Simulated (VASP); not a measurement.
Write the native input for VASP 6.6.1 that does the following.

```
Task                   : single point
Functional             : PBE
Potentials or basis    : VASP PAW PBE potentials, release 64 (Hg, O)
Cutoff                 : 600 eV
k mesh                 : 4 × 4 × 4
Occupations            : gaussian, width 0.15 eV
Spin                   : no spin polarisation
Dipole correction      : no
Further INCAR settings : ALGO = Normal; EDIFF = 1e-06; NBANDS = 22
```

The structure of Hg2O lies in POSCAR:

```
Hg2O
1.0
    0.0000000000      3.0490248744      3.0490248744
    3.0490248744      0.0000000000      3.0490248744
    3.0490248744      3.0490248744      0.0000000000
Hg O
2 1
Direct
    0.2500000000      0.2500000000      0.2500000000
    0.7500000000      0.7500000000      0.7500000000
    0.5000000000      0.5000000000      0.5000000000
```

The input as run:

INCAR

```
SYSTEM = Hg2O
ALGO = Normal ; EDIFF = 1E-6
ENCUT = 600 ; GGA = PE
GGA_COMPAT = .False. ; ISIF = 2
ISMEAR = 0 ; LASPH = .True.
LCHARG = .False. ; LREAL = .False.
LWAVE = .False. ; NBANDS = 22
NELM = 120 ; PREC = Accurate
SIGMA = 0.15
```

KPOINTS

```
k-points
0
Gamma
  4 4 4
  0 0 0
```

Potentials or basis: VASP PAW PBE potentials, release 64 (Hg, O).

Command:

```console
$ cat potpaw_PBE.64/Hg/POTCAR potpaw_PBE.64/O/POTCAR > POTCAR
$ mpirun -np 1 vasp_std > vasp.out
```

Results of the run:

- Pressure: -0.1 GPa
- Band gap on the k mesh: zero (band 15 reaches 2.98 eV, above the bottom of band 16 at 2.80 eV)

Caveat: the k points lie up to 0.45 Å⁻¹ apart; spin-orbit coupling is left out, which moves the levels of the heavy elements.

It took 9.8 s on 1 thread of Intel(R) Xeon(R) 6975P-C (Granite Rapids), on a shared host, peak memory 0.2 GiB.
